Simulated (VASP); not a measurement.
# Fe (P6_3/mmc) in VASP: notebook, part 3 of 3

VASP 6.6.1. Earlier steps stand in the parts before.

## (5) Single point, LDA, collinear spin, ferromagnetic start (10.35 Å³/atom)

This run uses another cell than the first one, of 10.35 Å³/atom.

Input file INCAR:

```
PREC = Accurate
ENCUT = 520
EDIFF = 1E-6
ISMEAR = -1
SIGMA = 0.05
LREAL = False
LASPH = True
NELM = 150
ALGO = Normal
ISIF = 2
LWAVE = False
LCHARG = False
ISPIN = 2
MAGMOM = 2.5 2.5 2.5 2.5
LORBIT = 11
LMAXMIX = 4
NBANDS = 28
```

Input file KPOINTS:

```
Automatic mesh
0
Gamma
  17 17 5
```

Input file POSCAR:

```
Fe
1.0
    2.4582921176      0.0000000000      0.0000000000
   -1.2291460588      2.1289434237      0.0000000000
    0.0000000000      0.0000000000      7.9136264427
Fe
4
Direct
    1.0000000000      1.0000000000      0.0000000000
    0.0000000000      0.0000000000      0.5000000000
    0.3333333333      0.6666666667      0.2500000000
    0.6666666667      0.3333333333      0.7500000000
```

Potentials or basis: VASP PAW LDA potentials, release 64 (Fe).

The run is started by

```bash
$ cat potpaw_LDA.64/Fe/POTCAR > POTCAR
$ mpirun -np 1 vasp_std > vasp.out
```

OUTCAR:

```text
PREC = Accurate
   ENCUT = 520
   EDIFF = 1E-6
   ISMEAR = -1
   LREAL = False
   LASPH = True
   NELM = 150
   ISIF = 2
   ISPIN = 2
   LORBIT = 11

 ion  position               nearest neighbor table
   1  0.000  0.000  0.000-   3 2.43   4 2.43   3 2.43   4 2.43   4 2.43   3 2.43
   2  0.000  0.000  0.500-   3 2.43   4 2.43   3 2.43   4 2.43   4 2.43   3 2.43
   3  0.333  0.667  0.250-   1 2.43   2 2.43   1 2.43   2 2.43   1 2.43   2 2.43
   4  0.667  0.333  0.750-   1 2.43   2 2.43   1 2.43   2 2.43   1 2.43   2 2.43

  LATTYP: Found a hexagonal cell.
 ALAT       =     2.4582921176
 C/A-ratio  =     3.2191562533

  Lattice vectors:

 A1 = (   2.4582921176,   0.0000000000,   0.0000000000)
 A2 = (  -1.2291460588,   2.1289434237,   0.0000000000)
 A3 = (   0.0000000000,   0.0000000000,   7.9136264427)

Analysis of symmetry for initial positions (statically):
=====================================================================
 Subroutine PRICEL returns:
 Original cell was already a primitive cell.

 Routine SETGRP: Setting up the symmetry group for a
 hexagonal supercell.

 Subroutine GETGRP returns: Found 24 space group operations
 (whereof 12 operations were pure point group operations)
 out of a pool of 24 trial point group operations.

The static configuration has the point symmetry D_3d.
 The point group associated with its full space group is D_6h.

Analysis of symmetry for dynamics (positions and initial velocities):
=====================================================================
 Subroutine PRICEL returns:
 Original cell was already a primitive cell.

 Routine SETGRP: Setting up the symmetry group for a
 hexagonal supercell.

 Subroutine GETGRP returns: Found 24 space group operations
 (whereof 12 operations were pure point group operations)
 out of a pool of 24 trial point group operations.

The dynamic configuration has the point symmetry D_3d.
 The point group associated with its full space group is D_6h.
[... 161 lines left out ...]
  ext. energy  EPLUGINS =         0.00000000
  ---------------------------------------------------
  free energy    TOTEN  =       -37.19109832 eV

  energy without entropy =      -37.13431790  energy(sigma->0) =      -37.16270811

 E-fermi :   6.5558     XC(G=0): -13.9811

 val. band max:        6.5550683247   @ k =   0.2941   0.0000   0.0000
 cond. band min:       6.5571922862   @ k =   0.2941   0.0000   0.0000
 fundamental gap:      0.0021239615
 Fermi energy:         6.5558345885

 spin component 1

 k-point     1 :       0.0000    0.0000    0.0000
  band No.  band energies     occupation
      1      -2.2122      1.00000
      2       0.1272      1.00000
      3       0.1523      1.00000
      4       1.6990      1.00000
      5       4.3661      1.00000
      6       4.4649      1.00000
[... 733 lines left out ...]
     27      20.4454      0.00000
     28      22.1407      0.00000

 [... further k-points ...]

 spin component 2

 k-point     1 :       0.0000    0.0000    0.0000
  band No.  band energies     occupation
      1      -2.1827      1.00000
      2       0.1614      1.00000
      3       0.1883      1.00000
      4       1.7762      1.00000
      5       4.4681      1.00000
      6       4.5654      1.00000
[... 733 lines left out ...]
     27      20.5168      0.00000
     28      22.1742      0.00000

 [... further k-points ...]
[... 5 lines left out ...]
  --------------------------------------------------------------------------------------
  -------------------------------------------------------------------------------------
  Total       -5.7109853     -5.7109853     -5.8547155      0.0000000     -0.0000000      0.0000000
  in kB     -220.9268355   -220.9268355   -226.4869713      0.0000000     -0.0000000      0.0000000
  external PRESSURE =    -222.7802141 kB  Pullay stress =       0.0000000 kB

 VOLUME and BASIS-vectors are now :
 -----------------------------------------------------------------------------
  energy-cutoff  :      520.00
  volume of cell :       41.42
      direct lattice vectors                 reciprocal lattice vectors
     2.458292118  0.000000000  0.000000000     0.406786481  0.234858284  0.000000000
    -1.229146059  2.128943424  0.000000000     0.000000000  0.469716569  0.000000000
     0.000000000  0.000000000  7.913626443     0.000000000  0.000000000  0.126364317

 POSITION                                       TOTAL-FORCE (eV/Angst)
 -----------------------------------------------------------------------------------
      0.00000      0.00000      0.00000        -0.000000     -0.000000     -0.000000
      0.00000      0.00000      3.95681        -0.000000     -0.000000     -0.000000
     -0.00000      1.41930      1.97841         0.000000     -0.000000     -0.000000
      1.22915      0.70965      5.93522        -0.000000      0.000000      0.000000
 -----------------------------------------------------------------------------------
    total drift:                                0.000000     -0.000000      0.000000

  FREE ENERGIE OF THE ION-ELECTRON SYSTEM (eV)
  ---------------------------------------------------
  free  energy   TOTEN  =       -37.1910983192 eV

  energy  without entropy=      -37.1343179038  energy(sigma->0) =      -37.16270811

 total charge

# of ion       s       p       d       tot
------------------------------------------
    1        0.530   0.614   6.334   7.478
    2        0.530   0.614   6.334   7.478
    3        0.530   0.615   6.333   7.478
    4        0.530   0.615   6.333   7.478
--------------------------------------------------
tot          2.120   2.457  25.334  29.911

 magnetization (x)

# of ion       s       p       d       tot
------------------------------------------
    1       -0.002  -0.004  -0.006  -0.012
    2       -0.002  -0.004  -0.006  -0.012
    3       -0.001   0.000   0.307   0.307
    4       -0.001   0.000   0.307   0.307
--------------------------------------------------
tot         -0.005  -0.007   0.602   0.590
```

OSZICAR:

```text
N       E                     dE             d eps       ncg     rms          rms(c)
DAV:   1     0.232125684655E+03    0.23213E+03   -0.14146E+04 11632   0.160E+03
DAV:   2    -0.278377788912E+02   -0.25996E+03   -0.24250E+03 11088   0.312E+02
DAV:   3    -0.413637664293E+02   -0.13526E+02   -0.12320E+02 11924   0.103E+02
DAV:   4    -0.415694613564E+02   -0.20569E+00   -0.20516E+00 12216   0.151E+01
DAV:   5    -0.415716356122E+02   -0.21743E-02   -0.21742E-02 12528   0.135E+00    0.278E+01
DAV:   6    -0.367561225463E+02    0.48155E+01   -0.28894E+01 12028   0.838E+01    0.810E+00
DAV:   7    -0.370220047197E+02   -0.26588E+00   -0.28271E+00 12316   0.261E+01    0.722E+00
DAV:   8    -0.379033576954E+02   -0.88135E+00   -0.32469E+00 13676   0.324E+01    0.145E+01
DAV:   9    -0.370347177663E+02    0.86864E+00   -0.13780E+00 13820   0.248E+01    0.308E+00
DAV:  10    -0.371132157927E+02   -0.78498E-01   -0.44724E-02 13848   0.261E+00    0.221E+00
DAV:  11    -0.371791385081E+02   -0.65923E-01   -0.29771E-02 13852   0.247E+00    0.817E-01
DAV:  12    -0.371898096546E+02   -0.10671E-01   -0.96574E-03 16220   0.129E+00    0.448E-01
DAV:  13    -0.371911029468E+02   -0.12933E-02   -0.40297E-03 16568   0.934E-01    0.145E-01
DAV:  14    -0.371911467387E+02   -0.43792E-04   -0.93068E-04 12768   0.357E-01    0.782E-02
DAV:  15    -0.371911116937E+02    0.35045E-04   -0.14463E-04 13356   0.132E-01    0.500E-02
DAV:  16    -0.371910976081E+02    0.14086E-04   -0.35853E-05 18684   0.795E-02    0.224E-02
DAV:  17    -0.371910983192E+02   -0.71112E-06   -0.69720E-06 11424   0.326E-02
   1 F= -.37191098E+02 E0= -.37162708E+02  d E =-.567804E-01  mag=     0.6006
```

stdout:

```text
POSCAR found type information on POSCAR Fe
 POSCAR found :  1 types and       4 ions
 scaLAPACK will be used
 LDA part: xc-table for (Slater(with rela. corr.)+CA(PZ))
 , standard interpolation
 POSCAR, INCAR and KPOINTS ok, starting setup
 FFT: planning ... GRIDC
 FFT: planning ... GRID_SOFT
 FFT: planning ... GRID
 WAVECAR not read
 entering main loop
```

Wall time 6.4 min (1 thread of Oxide Virtual Turin-like, shared host); peak memory 0.22 GiB.

Results:

```
Free energy                                           : -37.1911 eV
Pressure                                              : -22.3 GPa
Net moment                                            : 0.60 μB per cell
Site moments                                          : Fe -0.01, +0.31 (each value once) μB
Valence electrons inside the program's atomic spheres : Fe 7.48
```

Caveat: the cell stands under tension.

## (6) Single point, LDA, collinear spin, ferromagnetic start (10.74 Å³/atom)

This run uses another cell than the first one, of 10.74 Å³/atom.

Input file INCAR:

```
PREC = Accurate ; ENCUT = 520
EDIFF = 1E-6 ; ISMEAR = -1
SIGMA = 0.05 ; LREAL = False
LASPH = True ; NELM = 150
ALGO = Normal ; ISIF = 2
LWAVE = False ; LCHARG = True
ISPIN = 2 ; MAGMOM = 2.5 2.5 2.5 2.5
LORBIT = 11 ; LMAXMIX = 4
LELF = True ; LVHAR = True
NBANDS = 28
```

Input file KPOINTS:

```
regular mesh
0
Gamma
  17 17 5
```

Input file POSCAR:

```
Fe
1.0
    2.4882742446      0.0000000000      0.0000000000
   -1.2441371223      2.1549087074      0.0000000000
    0.0000000000      0.0000000000      8.0101435945
Fe
4
Direct
    1.0000000000      1.0000000000      0.0000000000
    0.0000000000      0.0000000000      0.5000000000
    0.3333333333      0.6666666667      0.2500000000
    0.6666666667      0.3333333333      0.7500000000
```

Potentials or basis: VASP PAW LDA potentials, release 64 (Fe).

The run is started by

```bash
$ cat potpaw_LDA.64/Fe/POTCAR > POTCAR
$ mpirun -np 1 vasp_std > vasp.out
```

OUTCAR:

```text
PREC = Accurate
   ENCUT = 520
   EDIFF = 1E-6
   ISMEAR = -1
   LREAL = False
   LASPH = True
   NELM = 150
   ISIF = 2
   ISPIN = 2
   LORBIT = 11

 ion  position               nearest neighbor table
   1  0.000  0.000  0.000-   3 2.46   4 2.46   3 2.46   4 2.46   4 2.46   3 2.46
   2  0.000  0.000  0.500-   3 2.46   4 2.46   3 2.46   4 2.46   4 2.46   3 2.46
   3  0.333  0.667  0.250-   1 2.46   2 2.46   1 2.46   2 2.46   1 2.46   2 2.46
   4  0.667  0.333  0.750-   1 2.46   2 2.46   1 2.46   2 2.46   1 2.46   2 2.46

  LATTYP: Found a hexagonal cell.
 ALAT       =     2.4882742446
[... 1722 lines left out ...]
      direct lattice vectors                 reciprocal lattice vectors
     2.488274245  0.000000000  0.000000000     0.401884962  0.232028391  0.000000000
    -1.244137122  2.154908707  0.000000000     0.000000000  0.464056782  0.000000000
     0.000000000  0.000000000  8.010143595     0.000000000  0.000000000  0.124841707

 POSITION                                       TOTAL-FORCE (eV/Angst)
 -----------------------------------------------------------------------------------
      0.00000      0.00000      0.00000        -0.000000      0.000000      0.000000
      0.00000      0.00000      4.00507        -0.000000      0.000000      0.000000
     -0.00000      1.43661      2.00254         0.000000     -0.000000      0.000000
      1.24414      0.71830      6.00761        -0.000000      0.000000     -0.000000
 -----------------------------------------------------------------------------------
    total drift:                                0.000000     -0.000000      0.000000

  FREE ENERGIE OF THE ION-ELECTRON SYSTEM (eV)
  ---------------------------------------------------
  free  energy   TOTEN  =       -36.9415355522 eV

  energy  without entropy=      -36.8858735162  energy(sigma->0) =      -36.91370453

 total charge

# of ion       s       p       d       tot
------------------------------------------
    1        0.513   0.578   6.301   7.392
    2        0.513   0.578   6.301   7.392
    3        0.512   0.580   6.298   7.391
    4        0.512   0.580   6.298   7.391
--------------------------------------------------
tot          2.050   2.317  25.199  29.566

 magnetization (x)

# of ion       s       p       d       tot
------------------------------------------
    1       -0.002  -0.006  -0.057  -0.065
    2       -0.002  -0.006  -0.057  -0.065
    3       -0.001   0.000   0.479   0.478
    4       -0.001   0.000   0.479   0.478
--------------------------------------------------
tot         -0.007  -0.011   0.845   0.827
```

OSZICAR:

```text
N       E                     dE             d eps       ncg     rms          rms(c)
DAV:   1     0.232041647803E+03    0.23204E+03   -0.14065E+04 11416   0.158E+03
DAV:   2    -0.275613367364E+02   -0.25960E+03   -0.24276E+03 11092   0.311E+02
DAV:   3    -0.413359497102E+02   -0.13775E+02   -0.12508E+02 11904   0.104E+02
[... 13 lines left out ...]
DAV:  17    -0.369413864312E+02   -0.21417E-03   -0.96635E-04 20924   0.486E-01    0.589E-02
DAV:  18    -0.369415184733E+02   -0.13204E-03   -0.19509E-03 19436   0.736E-01    0.293E-02
DAV:  19    -0.369415332537E+02   -0.14780E-04   -0.15996E-04 16952   0.126E-01    0.118E-02
DAV:  20    -0.369415354605E+02   -0.22068E-05   -0.29825E-05 16440   0.847E-02    0.528E-03
DAV:  21    -0.369415355522E+02   -0.91763E-07   -0.33122E-06 10444   0.208E-02
   1 F= -.36941536E+02 E0= -.36913705E+02  d E =-.556620E-01  mag=     0.8429
```

It took 9.3 min on 1 thread of Oxide Virtual Turin-like, shared host; peak memory 0.23 GiB.

What came out:

```
Free energy                                           : -36.9415 eV
Pressure                                              : -29.7 GPa
Net moment                                            : 0.84 μB per cell
Site moments                                          : Fe -0.07, +0.48 (each value once) μB
Valence electrons inside the program's atomic spheres : Fe 7.39
```

Levels at points of the mesh, in eV from the Fermi level:
Spin up:
| k point | band 13 | band 14 | band 15 | band 16 | band 17 | band 18 | band 19 | band 20 |
| --- | --- | --- | --- | --- | --- | --- | --- | --- |
| (0.00, 0.00, 0.00) | -1.51 | -1.23 | -1.23 | -0.49 | -0.49 | -0.29 | -0.29 | 0.31 |
Spin down:
```csv
k point,band 12,band 13,band 14,band 15,band 16,band 17,band 18,band 19
"(0.00, 0.00, 0.00)",-1.22,-1.22,-1.12,-1.12,-0.40,-0.40,0.23,0.23
```

Caveat: the cell stands under tension.
